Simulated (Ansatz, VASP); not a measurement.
## Two plane-wave programs on SrO

Contents of POSCAR:

```
SrO
1.0
    0.0000000000      2.5697984671      2.5697984671
    2.5697984671      0.0000000000      2.5697984671
    2.5697984671      2.5697984671      0.0000000000
Sr O
1 1
Direct
    0.5000000000      0.5000000000      0.5000000000
    0.0000000000      0.0000000000      0.0000000000
```

The input INCAR.step1:

```
SYSTEM = SrO
ALGO = Normal
EDIFF = 1E-5
ENCUT = 520
GGA = PE
ISIF = 2
ISMEAR = 0
LASPH = .True.
LREAL = .False.
LWAVE = .True.
NBANDS = 15
NELM = 80
PREC = Accurate
SIGMA = 0.05
```

File INCAR.step2:

```
SYSTEM = SrO
AEXX = 0.15
ALGO = Normal
EDIFF = 1E-6
ENCUT = 520
GGA = PE
HFSCREEN = 0.20787
ISIF = 2
ISMEAR = 0
ISTART = 1
LASPH = .True.
LCHARG = .True.
LELF = .True.
LHFCALC = .True.
LREAL = .False.
LVHAR = .True.
LWAVE = .False.
NBANDS = 15
NELM = 80
PREC = Accurate
PRECFOCK = Normal
SIGMA = 0.05
```

KPOINTS

```
k-points
0
Gamma
  4 4 4
  0 0 0
```

Input for Ansatz:

```yaml
crystal:
  lattice:
    - [0.0, 2.5697984671, 2.5697984671]
    - [2.5697984671, 0.0, 2.5697984671]
    - [2.5697984671, 2.5697984671, 0.0]
  atoms:
    - { symbol: Sr, position: [0.5, 0.5, 0.5] }
    - { symbol: O, position: [0.0, 0.0, 0.0] }
basis:
  ecutwfc: 420
  ecutrho_ratio: 4
kpoints:
  mp_grid: { grid: [4, 4, 4] }
hamiltonian:
  xc: { preset: hse06, exx: { coeff: 0.15, omega: 0.20787 } }
scf:
  occupations: { method: gaussian, width: 0.05 }
  n_extra_bands: 9
output:
  forces: true
  stress: true
  eigenvalues: true
  populations: true
  dos: { projected: true, de: 0.02 }
```

Alike in both runs: task single point; functional PBE-based screened hybrid; k mesh 4 × 4 × 4; occupations gaussian, width 0.05 eV; no spin polarisation.

```csv
,VASP,Ansatz
version,VASP 6.6.1,Ansatz 0.2.0
potentials or method,"VASP PAW PBE potentials, release 64 (Sr_sv, O), cutoff 520 eV","scalar-relativistic, plane waves, PAW"
valence electrons in the cell,16,16
```

```csv
,VASP,Ansatz,Ansatz less VASP
gap on the k mesh at the Fermi level (eV),4.13,4.19,+0.051
least direct gap on the mesh (eV),4.23,4.27,+0.038
pressure (GPa),2.2,1.6,-0.56
```

VASP's potentials were made for PBE, not for PBE-based screened hybrid. Ansatz's warnings: stress exchange threshold loose, stress scf threshold loose.

The k mesh is coarse, so the values compare programs but aren't converged.
